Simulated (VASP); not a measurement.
# Bi2Se3 (R-3m) in VASP: single point with PBEsol

Aim: the single point of Bi2Se3 with PBEsol.

Everything below comes from runs of VASP 6.6.1. Logs are shortened: lines on timing, memory, paths and dates and some standing lists are left out, and cuts for length are marked.

### 1 The cell of the first run

Symmetry: R-3m, No. 166, trigonal system. The conventional cell has a = 4.130 Å, b = 4.130 Å, c = 28.620 Å, α = 90.00°, β = 90.00°, γ = 120.00°. Within 3.8 Å of Bi (site symmetry 3m) lie 6 Se at 2.85 to 3.06 Å. Within 4.3 Å of Se (site symmetry -3m) lie 6 Bi at 3.06 Å and 12 Se at 4.13 to 4.22 Å. Se (site symmetry 3m) has 3 Bi at 2.85 Å and 3 Se at 3.51 Å within 3.8 Å.

### 2 Single point, PBEsol

The input, INCAR:

```
SYSTEM = Bi2Se3
PREC     = Accurate       ! precision mode
ENCUT    = 520            ! plane-wave cutoff, eV
EDIFF    = 1E-6           ! SCF threshold, eV
ISMEAR   = 0              ! smearing method
SIGMA    = 0.01           ! smearing width, eV
LREAL    = .False.        ! projectors in reciprocal space
LASPH    = .True.         ! aspherical terms in the spheres
NELM     = 80             ! most SCF steps
ALGO     = Normal         ! electronic algorithm
ISIF     = 2              ! what is computed and relaxed
LWAVE    = .False.        ! write WAVECAR
LCHARG   = .False.        ! write CHGCAR
GGA      = PS             ! functional
NBANDS   = 32             ! bands
```

The input, KPOINTS:

```
Automatic mesh
0
Gamma
  12 12 12
  0 0 0
```

The input, POSCAR:

```
Bi2Se3
1.0
    2.0651703984      1.1923266854      9.5399082543
   -2.0651703984      1.1923266854      9.5399082543
    0.0000000000     -2.3846533709      9.5399082543
Bi Se
2 3
Direct
    0.4002583829      0.4002583829      0.4002583829
    0.5997416171      0.5997416171      0.5997416171
    0.0000000000      0.0000000000      0.0000000000
    0.2116391025      0.2116391025      0.2116391025
    0.7883608975      0.7883608975      0.7883608975
```

Potentials or basis: VASP PAW PBE potentials, release 64 (Bi_d, Se).

Started as:

```sh
$ cat potpaw_PBE.64/Bi_d/POTCAR potpaw_PBE.64/Se/POTCAR > POTCAR
$ mpirun -np 1 vasp_std > vasp.out
```

OUTCAR:

```text
SYSTEM = Bi2Se3
   PREC = Accurate
   ENCUT = 520
   EDIFF = 1E-6
   ISMEAR = 0
   LREAL = .False.
   LASPH = .True.
   NELM = 80
   ISIF = 2
   GGA = PS

 ion  position               nearest neighbor table
   1  0.400  0.400  0.400-   5 2.85   5 2.85   5 2.85   3 3.06   3 3.06   3 3.06
   2  0.600  0.600  0.600-   4 2.85   4 2.85   4 2.85   3 3.06   3 3.06   3 3.06
   3  0.000  0.000  0.000-   2 3.06   1 3.06   2 3.06   2 3.06   1 3.06   1 3.06
   4  0.212  0.212  0.212-   2 2.85   2 2.85   2 2.85
   5  0.788  0.788  0.788-   1 2.85   1 2.85   1 2.85

  LATTYP: Found a trigonal (rhomboedric) cell.
 ALAT       =     9.8334338458
 COS(alpha) =     0.9117872467

  Lattice vectors:

 A1 = (   2.0651703984,   1.1923266854,   9.5399082543)
 A2 = (  -2.0651703984,   1.1923266854,   9.5399082543)
 A3 = (   0.0000000000,  -2.3846533709,   9.5399082543)

Analysis of symmetry for initial positions (statically):
=====================================================================
 Subroutine PRICEL returns:
 Original cell was already a primitive cell.

 Routine SETGRP: Setting up the symmetry group for a
 trigonal (rhombohedral) supercell.

 Subroutine GETGRP returns: Found 12 space group operations
 (whereof 12 operations were pure point group operations)
 out of a pool of 12 trial point group operations.

The static configuration has the point symmetry D_3d.

Analysis of symmetry for dynamics (positions and initial velocities):
=====================================================================
 Subroutine PRICEL returns:
 Original cell was already a primitive cell.

 Routine SETGRP: Setting up the symmetry group for a
 trigonal (rhombohedral) supercell.

 Subroutine GETGRP returns: Found 12 space group operations
 (whereof 12 operations were pure point group operations)
 out of a pool of 12 trial point group operations.

The dynamic configuration has the point symmetry D_3d.

 Subroutine INISYM returns: Found 12 space group operations
 (whereof 12 operations are pure point group operations),
 and found     1 'primitive' translations

----------------------------------------------------------------------------------------

                                     Primitive cell

  volume of cell :     140.9440

  direct lattice vectors                    reciprocal lattice vectors
     2.065170398  1.192326685  9.539908254     0.242110772  0.139782720  0.034940937
    -2.065170398  1.192326685  9.539908254    -0.242110772  0.139782720  0.034940937
     0.000000000 -2.384653371  9.539908254     0.000000000 -0.279565439  0.034940937

  length of vectors
     9.833433846  9.833433846  9.833433846     0.281740490  0.281740490  0.281740490

  position of ions in fractional coordinates (direct lattice)
     0.400258383  0.400258383  0.400258383
     0.599741617  0.599741617  0.599741617
     0.000000000  0.000000000  0.000000000
     0.211639103  0.211639103  0.211639103
     0.788360897  0.788360897  0.788360897

  ion indices of the primitive-cell ions
   primitive index   ion index
                 1           1
                 2           2
                 3           3
                 4           4
                 5           5

----------------------------------------------------------------------------------------

 KPOINTS: Automatic mesh

Automatic generation of k-mesh.
 Grid dimensions read from file:
 generate k-points for:   12   12   12

 Generating k-lattice:

  Cartesian coordinates                     Fractional coordinates (reciprocal lattice)
     0.020175898  0.011648560  0.002911745     0.083333333  0.000000000 -0.000000000
    -0.020175898  0.011648560  0.002911745     0.000000000  0.083333333 -0.000000000
     0.000000000 -0.023297120  0.002911745    -0.000000000 -0.000000000  0.083333333

  Length of vectors
     0.023478374  0.023478374  0.023478374

  Shift w.r.t. Gamma in fractional coordinates (k-lattice)
     0.000000000  0.000000000  0.000000000

 Subroutine IBZKPT returns following result:
 ===========================================

 Found    189 irreducible k-points:

 Following reciprocal coordinates:
            Coordinates               Weight
  0.000000  0.000000  0.000000      1.000000
  0.083333  0.000000 -0.000000      6.000000
  0.166667  0.000000 -0.000000      6.000000
  0.250000  0.000000 -0.000000      6.000000
  0.333333  0.000000 -0.000000      6.000000
  0.416667  0.000000 -0.000000      6.000000
[... 16 lines left out ...]
  0.500000  0.166667 -0.000000     12.000000
 -0.416667  0.166667  0.000000     12.000000
 [... further k-points ...]
   k-points           NKPTS =    189   k-points in BZ     NKDIM =    189   number of bands    NBANDS=     32
   number of dos      NEDOS =    301   number of ions     NIONS =      5
   total plane-waves  NPLWV = 512000
   dimension x,y,z NGX =    80 NGY =   80 NGZ =   80
   dimension x,y,z NGXF=   160 NGYF=  160 NGZF=  160
   ions per type =               2   3
   NGX,Y,Z   is equivalent  to a cutoff of  13.52, 13.52, 13.52 a.u.
   NGXF,Y,Z  is equivalent  to a cutoff of  27.05, 27.05, 27.05 a.u.
 SYSTEM =  Bi2Se3
   PREC   = accura    normal or accurate (medium, high low for compatibility)
   ISTART =      0    job   : 0-new  1-cont  2-samecut
   ICHARG =      2    charge: 1-file 2-atom 10-const
   ISPIN  =      1    spin polarized calculation?
   LNONCOLLINEAR =      F non collinear calculations
   LSORBIT =      F    spin-orbit coupling
   LASPH  =      T    aspherical Exc in radial PAW
   ENCUT  =  520.0 eV  38.22 Ry    6.18 a.u.  18.28 18.28 18.28*2*pi/ulx,y,z
   NELM   =     80;   NELMIN=  2; NELMDL= -5     # of ELM steps
   EDIFF  = 0.1E-05   stopping-criterion for ELM
   LREAL  =      F    real-space projection
[... 7 lines left out ...]
   TEBEG  =    0.0;   TEEND  =   0.0 temperature during run
   PSTRESS=    0.0 pullay stress
   NELECT =      48.0000    total number of electrons
   NUPDOWN=      -1.0000    fix difference up-down
   EMIN   =  10.00;   EMAX   =-10.00  energy-range for DOS
   EFERMI =   0.00;   METHOD = LEGACY
   ISMEAR =     0;   SIGMA  =   0.01  broadening in eV -4-tet -1-fermi 0-gaus
   EFERMI_NEDOS =   21; number of points for ismear=-14 and -15
   IALGO  =     38    algorithm
   IMIX   =      4    mixing-type and parameters
     AMIX     =   0.40;   BMIX     =  1.00
     AMIX_MAG =   1.60;   BMIX_MAG =  1.00
  volume/ion in A,a.u.               =      28.19       190.23
  Fermi-wavevector in a.u.,A,eV,Ry     =   1.143246  2.160422 17.782971  1.307012
  Thomas-Fermi vector in A             =   2.279942
   LORBIT       =      0    0 simple, 1 ext, 2 COOP (PROOUT), +10 PAW based schemes
   GGA     = PS    functional components
   LHFCALC =     F    Hartree Fock is set to
   AEXX    =    0.0000 exact exchange contribution
   IVDW    =     0    specifies the selected vdW correction
   LEPSILON=     F    determine dielectric tensor
   LRPA    =     F    only Hartree local field effects (RPA)
 non-spin polarized calculation
 Gauss-broadening in eV      SIGMA  =   0.01
  energy-cutoff  :      520.00
  volume of cell :      140.94
 maximum number of plane-waves:      3839
 NGX is ok and might be reduce to    80
   NGX = 37   NGY = 37   NGZ = 37

 number of electron      48.0000004 magnetization

 Free energy of the ion-electron system (eV)
  ---------------------------------------------------
  ext. energy  EPLUGINS =         0.00000000
  ---------------------------------------------------
  free energy    TOTEN  =       -22.05101044 eV

  energy without entropy =      -22.05101044  energy(sigma->0) =      -22.05101044

 E-fermi :   4.9898     XC(G=0):  -9.7124

 val. band max:        4.9221060845   @ k =   0.0000   0.0000   0.0000
 cond. band min:       5.0423815871   @ k =   0.0000   0.0000   0.0000
 fundamental gap:      0.1202755026
 Fermi energy:         4.9898467087

 k-point     1 :       0.0000    0.0000    0.0000
  band No.  band energies     occupation
      1     -18.1328      2.00000
      2     -18.1328      2.00000
      3     -18.1307      2.00000
      4     -18.1307      2.00000
      5     -18.1231      2.00000
      6     -18.1203      2.00000
[... 24 lines left out ...]
     31      10.6433      0.00000
     32      11.8244      0.00000

 k-point     2 :       0.0833    0.0000   -0.0000
  band No.  band energies     occupation
      1     -18.1339      2.00000
      2     -18.1316      2.00000
      3     -18.1311      2.00000
      4     -18.1290      2.00000
      5     -18.1220      2.00000
      6     -18.1192      2.00000
[... 24 lines left out ...]
     31      10.5534      0.00000
     32      10.9994      0.00000

 k-point     3 :       0.1667    0.0000   -0.0000
  band No.  band energies     occupation
      1     -18.1372      2.00000
      2     -18.1343      2.00000
      3     -18.1266      2.00000
      4     -18.1246      2.00000
      5     -18.1194      2.00000
      6     -18.1168      2.00000
[... 24 lines left out ...]
     31       9.8892      0.00000
     32      10.8107      0.00000

 k-point     4 :       0.2500    0.0000   -0.0000
  band No.  band energies     occupation
      1     -18.1425      2.00000
      2     -18.1386      2.00000
      3     -18.1219      2.00000
      4     -18.1207      2.00000
      5     -18.1197      2.00000
      6     -18.1158      2.00000
[... 24 lines left out ...]
     31       9.3532      0.00000
     32      11.0510      0.00000

 k-point     5 :       0.3333    0.0000   -0.0000
  band No.  band energies     occupation
      1     -18.1483      2.00000
      2     -18.1434      2.00000
      3     -18.1235      2.00000
      4     -18.1203      2.00000
      5     -18.1184      2.00000
      6     -18.1167      2.00000
[... 584 lines left out ...]
     31       9.9675      0.00000
     32      10.0231      0.00000

 k-point    22 :       0.4167    0.1667   -0.0000
  band No.  band energies     occupation
      1     -18.1445      2.00000
      2     -18.1405      2.00000
      3     -18.1240      2.00000
      4     -18.1207      2.00000
      5     -18.1197      2.00000
      6     -18.1170      2.00000
[... 24 lines left out ...]
     31       9.8318      0.00000
     32      10.6071      0.00000

 k-point    23 :       0.5000    0.1667   -0.0000
  band No.  band energies     occupation
      1     -18.1472      2.00000
      2     -18.1424      2.00000
      3     -18.1251      2.00000
      4     -18.1215      2.00000
      5     -18.1193      2.00000
      6     -18.1172      2.00000
[... 24 lines left out ...]
     31       9.8055      0.00000
     32      10.6818      0.00000

 k-point    24 :      -0.4167    0.1667    0.0000
  band No.  band energies     occupation
      1     -18.1482      2.00000
      2     -18.1432      2.00000
      3     -18.1256      2.00000
      4     -18.1218      2.00000
      5     -18.1192      2.00000
      6     -18.1176      2.00000
[... 24 lines left out ...]
     31       9.6928      0.00000
     32      10.7277      0.00000

 [... further k-points ...]
[... 5 lines left out ...]
  --------------------------------------------------------------------------------------
  -------------------------------------------------------------------------------------
  Total        0.0298217      0.0298217      0.0207164      0.0000000     -0.0000000      0.0000000
  in kB        0.3389971      0.3389971      0.2354933      0.0000000     -0.0000000      0.0000000
  external PRESSURE =       0.3044958 kB  Pullay stress =       0.0000000 kB

 VOLUME and BASIS-vectors are now :
 -----------------------------------------------------------------------------
  energy-cutoff  :      520.00
  volume of cell :      140.94
      direct lattice vectors                 reciprocal lattice vectors
     2.065170398  1.192326685  9.539908254     0.242110772  0.139782720  0.034940937
    -2.065170398  1.192326685  9.539908254    -0.242110772  0.139782720  0.034940937
     0.000000000 -2.384653371  9.539908254     0.000000000 -0.279565439  0.034940937

 POSITION                                       TOTAL-FORCE (eV/Angst)
 -----------------------------------------------------------------------------------
      0.00000     -0.00000     11.45528         0.000000      0.000000     -0.014462
      0.00000     -0.00000     17.16444         0.000000     -0.000000      0.014462
      0.00000      0.00000      0.00000         0.000000      0.000000     -0.000000
      0.00000     -0.00000      6.05705         0.000000      0.000000     -0.015461
      0.00000     -0.00000     22.56267         0.000000     -0.000000      0.015461
 -----------------------------------------------------------------------------------
    total drift:                               -0.000000     -0.000000     -0.000000

  FREE ENERGIE OF THE ION-ELECTRON SYSTEM (eV)
  ---------------------------------------------------
  free  energy   TOTEN  =       -22.0510104422 eV

  energy  without entropy=      -22.0510104422  energy(sigma->0) =      -22.05101044
```

It took 2.1 h on 1 thread of Oxide Virtual Turin-like, shared host; peak memory 1.4 GiB.

What came out:

| Property | Result |
| --- | --- |
| Free energy | -22.0510 eV |
| Pressure | 0.0 GPa |
| Largest force | 0.015 eV/Å |
| Band gap on the k mesh | 0.12 eV |

Forces on the atoms (eV/Å):
```
Bi   0.000  0.000 -0.014
Bi   0.000  0.000  0.014
Se   0.000  0.000  0.000
Se   0.000  0.000 -0.015
Se   0.000  0.000  0.015
```

Caveat: the PAW data sets were made with another functional, which shifts forces and pressure a little; spin-orbit coupling is left out, which moves the levels of the heavy elements. A k mesh can miss the band edges.
